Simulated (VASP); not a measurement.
Wanted: the native input for a VASP 6.6.1 run.

- Task: single point
- Functional: PBE
- Potentials or basis: VASP PAW PBE potentials, release 64 (B, N)
- Cutoff: 520 eV
- k mesh: 12 × 12 × 12
- Occupations: gaussian, width 0.05 eV
- Spin: no spin polarisation
- Dipole correction: no
- Further INCAR settings: ALGO = Normal; EDIFF = 1e-06; NBANDS = 11

The structure of BN lies in POSCAR:

```
BN
1.0
    0.0000000000      1.8401960150      1.8130010000
    1.8401960150      0.0000000000      1.8130010000
    1.8401960150      1.8401960150      0.0000000000
B N
1 1
Direct
    0.0000000000      0.0000000000      0.0000000000
    0.7500000000      0.7500000000      0.7500000000
```

This cell differs from its parent crystal: strain +0.015 along x and y, +0.000 along z.

These files were run (other wordings do the same):

INCAR

```
SYSTEM = BN
PREC = Accurate ; ENCUT = 520
EDIFF = 1E-6 ; ISMEAR = 0
SIGMA = 0.05 ; LREAL = .FALSE.
LASPH = .TRUE. ; NELM = 80
ALGO = Normal ; ISIF = 2
LWAVE = .FALSE. ; LCHARG = .FALSE.
GGA = PE ; NBANDS = 11
```

KPOINTS

```
Automatic mesh
0
G
  12 12 12
  0 0 0
```

Potentials or basis: VASP PAW PBE potentials, release 64 (B, N).

Launch:

```console
$ cat potpaw_PBE.64/B/POTCAR potpaw_PBE.64/N/POTCAR > POTCAR
$ mpirun -np 1 vasp_std > vasp.out
```

It gave:

```yaml
Pressure: -10.7 GPa
Band_gap_on_the_k_mesh: 4.16 eV, indirect (least direct gap 8.47 eV)
```

Caveat: the cell differs from its parent crystal (strain +0.015 along x and y, +0.000 along z).

It took 10 s on 1 thread of Intel(R) Xeon(R) 6975P-C (Granite Rapids), with other jobs on the host, peak memory 0.13 GiB.
